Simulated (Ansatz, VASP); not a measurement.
SrFe3: VASP beside Ansatz

The input INCAR:

```
SYSTEM = SrFe3
ALGO     = Fast           ! electronic algorithm
EDIFF    = 1E-6           ! SCF threshold, eV
ENCUT    = 520            ! plane-wave cutoff, eV
GGA      = PS             ! functional
ISIF     = 2              ! what is computed and relaxed
ISMEAR   = 0              ! smearing method
ISPIN    = 2              ! spin polarisation
LASPH    = .TRUE.         ! aspherical terms in the spheres
LCHARG   = .FALSE.        ! write CHGCAR
LMAXMIX  = 4              ! l up to which the mixer works
LORBIT   = 11             ! projections on sites
LREAL    = .FALSE.        ! projectors in reciprocal space
LWAVE    = .FALSE.        ! write WAVECAR
MAGMOM   = 0 2.84 2.84 2.84 ! initial moments
NBANDS   = 29             ! bands
NELM     = 150            ! most SCF steps
PREC     = Accurate       ! precision mode
SIGMA    = 0.05           ! smearing width, eV
```

The input KPOINTS:

```
k-points
0
G
  8 8 8
  0 0 0
```

File POSCAR:

```
SrFe3
1.0
    4.0010608468      0.0000000000      0.0000000000
    0.0000000000      4.0010608468      0.0000000000
    0.0000000000      0.0000000000      4.0010608468
Sr Fe
1 3
Direct
    0.0000000000      0.0000000000      0.0000000000
    0.0124966857      0.5000000000      0.5000000000
    0.5000000000      0.5000000000      0.0000000000
    0.5000000000      0.0000000000      0.5000000000
```

Input for Ansatz:

```yaml
crystal:
  lattice:
    - [4.0010608468, 0.0, 0.0]
    - [0.0, 4.0010608468, 0.0]
    - [0.0, 0.0, 4.0010608468]
  atoms:
    - { symbol: Sr, position: [0.0, 0.0, 0.0] }
    - { symbol: Fe, position: [0.0124966857, 0.5, 0.5], spin: 2.84 }
    - { symbol: Fe, position: [0.5, 0.5, 0.0], spin: 2.84 }
    - { symbol: Fe, position: [0.5, 0.0, 0.5], spin: 2.84 }
basis:
  ecutwfc: 420
  ecutrho_ratio: 4
kpoints:
  mp_grid: { grid: [8, 8, 8] }
hamiltonian:
  xc: pbesol
scf:
  occupations: { method: gaussian, width: 0.05 }
  lower_state_search: "off"
output:
  forces: true
  stress: true
  eigenvalues: true
  populations: true
  write_density: true
  write_potential: true
  elf: true
  volumetric_format: npy
magnetization:
  spin_polarized: true
checkpoint:
  read: start.run
  write: ck
  compress: false
  write_wavefunctions: false
  write_every: 100000
```

Alike in both runs: task single point; functional PBEsol; k mesh 8 × 8 × 8; occupations gaussian, width 0.05 eV; collinear spin.

|  | VASP | Ansatz |
| --- | --- | --- |
| version | VASP 6.6.1 | Ansatz 0.2.0 |
| potentials or method | VASP PAW PBE potentials, release 64 (Sr_sv, Fe), cutoff 520 eV | scalar-relativistic, plane waves, PAW |
| valence electrons in the cell | 34 | 58 |

|  | VASP | Ansatz | Ansatz less VASP |
| --- | --- | --- | --- |
| gap on the k mesh at the Fermi level (eV) | none | none | - |
| pressure (GPa) | 0.4 | 0.0 | -0.41 |
| traceless stress, the component that is largest in VASP (GPa) | 0.05 | 0.05 | 0.000 |
| rms of the force components (eV/Å) | 0.031 | 0.029 | -0.0020 |
| net moment per atom (μB) | 1.87 | 1.88 | +0.014 |
| size of the moment on the site where the two differ most (μB) | 2.53 | 2.58 | +0.045 |

VASP's potentials were made for PBE, not for PBEsol. Site moments also hang on the region over which each program counts them. Atom by atom the forces differ by 0.002 eV/Å (rms over components). A gap of «none» marks a metal or a gap that the smearing closes. The functional is the same, so the differences come from potentials, cutoffs and numerics. VASP's potentials hold 34 valence electrons a cell and Ansatz's 58, so a difference there can come from the potentials and not from the codes.
